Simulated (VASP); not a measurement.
Input of a VASP 6.6.1 run:

The input INCAR:

```
  PREC = Accurate
  ENCUT = 1000
  EDIFF = 1E-6
  ISMEAR = -1
  SIGMA = 0.05
  LREAL = Auto
  LASPH = True
  NELM = 120
  ALGO = Normal
  ISIF = 2
  LWAVE = False
  LCHARG = False
  GGA = CA
  NBANDS = 66
  GGA_COMPAT = False
```

Contents of KPOINTS:

```
regular mesh
0
Gamma
  1 1 1
```

POSCAR

```
H3CNO
1.0
    8.5748860000      0.0000000000      0.0000000000
    0.0000000000      8.5748860000      0.0000000000
    0.0000000000      0.0000000000      8.5748860000
N H O C
5 15 5 5
Direct
    0.4897907681      0.8037891116      0.7309368311
    0.5364852664      0.1923524114      0.4634930424
    1.0446086397      0.6782014361      0.1713492168
    0.5132779608      0.9714181623      0.2041309937
    0.2538459403      0.3932647035      0.3324359064
    0.4385714282      0.8959069543      0.7854331824
    0.5965443739      0.7998357063      0.7764767951
    0.5119718210      0.8402210828      0.6260491393
    0.5782001067      0.2985695670      0.4258015792
    0.4997967320      0.2102885100      0.5742583633
    0.6345157242      0.1235001841      0.5046014606
    1.1235601266      0.7668906619      0.1731568210
    1.1127611492      0.5755061933      0.1956644088
    0.9544733306      0.6916826649      0.2372393056
    0.5362870130      0.9600011009      0.0828699064
    0.4436910298      0.8887931571      0.2467438051
    0.4722628382      1.0759676572      0.2492394651
    0.3206689862      0.3307449219      0.2563765862
    0.2907210661      0.5046947563      0.3600864198
    0.2561083611      0.3231646462      0.4285071545
    0.7294907477     -0.1137274595      0.4776390030
    0.2324579009      0.2870358860      0.9743219910
    0.2218571769      0.9800480146      0.6116466155
    0.6927905514      0.5870398743      1.0344860561
    0.2329360414      0.7678935907     -0.1468590953
    0.7311117606     -0.1474888413      0.3448675586
    0.3266748969      0.2566214874      0.8862741732
    0.1109285884      0.9079304378      0.6221540438
    0.7169891238      0.5577450242      1.1583827470
    0.2420323722      0.6770352399     -0.0479773142
```

Potentials or basis: VASP PAW LDA potentials, release 64 (N_h, H_h, O_h, C_h).

Launch:

```sh
$ cat potpaw_LDA.64/N_h/POTCAR potpaw_LDA.64/H_h/POTCAR potpaw_LDA.64/O_h/POTCAR potpaw_LDA.64/C_h/POTCAR > POTCAR
$ mpirun -np 1 vasp_gam > vasp.out
```

Question: What does it give for the pressure?

Answer: -0.2 GPa.

Question: Estimate the largest force.

Answer: 4.548 eV/Å.

Forces on the atoms (eV/Å):
```
N   -0.527 -0.466  1.465
N    1.707 -1.274  0.803
N    3.659 -1.990 -1.826
N    0.800  0.720 -1.199
N   -0.441 -0.005  0.095
H   -0.334  0.184  0.100
H    1.376 -0.388  0.777
H    0.305  0.846 -2.713
H    0.162 -0.158  0.112
H   -1.130  0.680  0.588
H   -0.914  0.838 -1.525
H   -0.330  0.387  0.268
H   -1.364  1.119 -0.052
H   -2.174  0.473  1.974
H   -0.577  0.328  1.635
H   -0.687 -1.064  0.036
H    0.501 -0.088 -0.326
H    0.332  0.653 -0.321
H    0.287 -0.724 -0.255
H   -0.157  0.233  0.413
O   -0.126 -0.637 -3.199
O    0.790 -0.245 -0.723
O   -0.837 -0.396 -0.038
O   -0.464  0.517 -2.078
O   -0.563 -1.903  2.414
C    0.286  0.581  3.042
C   -0.747  0.196  0.670
C    0.708  0.626 -0.275
C    0.378 -0.533  2.042
C    0.081  1.490 -1.902
```

Caveat: the k points lie up to 0.73 Å⁻¹ apart; the atoms stand as in a frame of molecular dynamics.
